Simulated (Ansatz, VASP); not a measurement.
## One calculation of Ge, two programs

Contents of POSCAR:

```
Ge
1.0
    0.0000000000      2.8289100000      2.8289100000
    2.8289100000      0.0000000000      2.8289100000
    2.8289100000      2.8289100000      0.0000000000
Ge
2
Direct
    0.5000000000      0.5000000000      0.5000000000
    0.7500000000      0.7500000000      0.7500000000
```

File INCAR.step1:

```
ALGO = Normal ; EDIFF = 1E-5
ENCUT = 410 ; GGA = PE
GGA_COMPAT = False ; ISIF = 2
ISMEAR = 0 ; LASPH = True
LREAL = False ; LWAVE = True
NBANDS = 21 ; NELM = 120
PREC = Accurate ; SIGMA = 0.01
```

Contents of INCAR.step2:

```
AEXX = 0.2 ; AGGAC = 0.81
AGGAX = 0.72 ; ALDAC = 0.19
ALGO = Normal ; EDIFF = 1E-6
ENCUT = 410 ; GGA = B3
GGA_COMPAT = False ; ISIF = 2
ISMEAR = 0 ; ISTART = 1
LASPH = True ; LCHARG = True
LELF = True ; LHFCALC = True
LREAL = False ; LVHAR = True
LWAVE = False ; NBANDS = 21
NELM = 120 ; PREC = Accurate
PRECFOCK = Normal ; SIGMA = 0.01
```

File KPOINTS:

```
k-points
0
Gamma
  3 3 3
```

Input for Ansatz:

```yaml
crystal:
  lattice:
    bravais: fcc
    a: 5.65782
  space_group: 227
  setting:
    origin_choice: 1
  atoms:
    - { symbol: Ge, position: [0.0, 0.0, 0.5] }
  reduce_to_primitive: true
kpoints:
  mp_grid:
    grid: [3, 3, 3]
hamiltonian:
  xc: b3lyp
scf:
  occupations:
    method: fixed
output:
  eigenvalues: true
```

Alike in both runs: task single point; functional B3LYP; k mesh 3 × 3 × 3; no spin polarisation.

```csv
,VASP,Ansatz
version,VASP 6.6.1,Ansatz 0.2.0
potentials or method,"VASP PAW PBE potentials, release 64 (Ge_d)","plane waves, PAW"
plane-wave cutoff (eV),410,420
occupations,"gaussian, width 0.01 eV",fixed
valence electrons in the cell,28,28
```

Ansatz gave:

```
gap on the k mesh at the Fermi level (eV) : 1.18
```

**Question.** Estimate VASP's values.

**Answer.** gap on the k mesh at the Fermi level (eV): 1.28.

VASP's potentials were made for PBE, not for B3LYP. Ansatz's warnings: little group invariance lost.

The k mesh is coarse, so the values compare programs but aren't converged.
